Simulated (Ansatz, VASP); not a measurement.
# One calculation of Co, two programs

```
CELL_PARAMETERS angstrom
0.00000 1.76100 1.76100
1.76100 0.00000 1.76100
1.76100 1.76100 0.00000
ATOMIC_POSITIONS crystal
Co 0.00000 0.00000 0.00000
```

Alike in both runs: functional PBE; k mesh 26 × 26 × 26; occupations gaussian, width 0.1 eV; collinear spin.

Ansatz relaxed the structure, and its values are those at the end. VASP's run is a single point on that final structure, the one shown.

|  | VASP | Ansatz |
| --- | --- | --- |
| version | VASP 6.6.1 | Ansatz 0.2.0 |
| potentials or method | VASP PAW PBE potentials, release 64 (Co), cutoff 520 eV | scalar-relativistic, plane waves, PAW |
| valence electrons in the cell | 9 | 17 |

Ansatz gave:

| Quantity | Value |
| --- | --- |
| gap on the k mesh at the Fermi level (eV) | none |
| pressure (GPa) | 0.0 |
| net moment per atom (μB) | 1.66 |
| size of the moment on the site where the two differ most (μB) | 1.73 |

Problem. What did VASP give for the same quantities?

Solution. gap on the k mesh at the Fermi level (eV): none; pressure (GPa): -0.7; net moment per atom (μB): 1.65; size of the moment on the site where the two differ most (μB): 1.67.

Site moments also hang on the region over which each program counts them. A gap of «none» marks a metal or a gap that the smearing closes. VASP's potentials hold 9 valence electrons a cell and Ansatz's 17, so a difference there can come from the potentials and not from the codes.
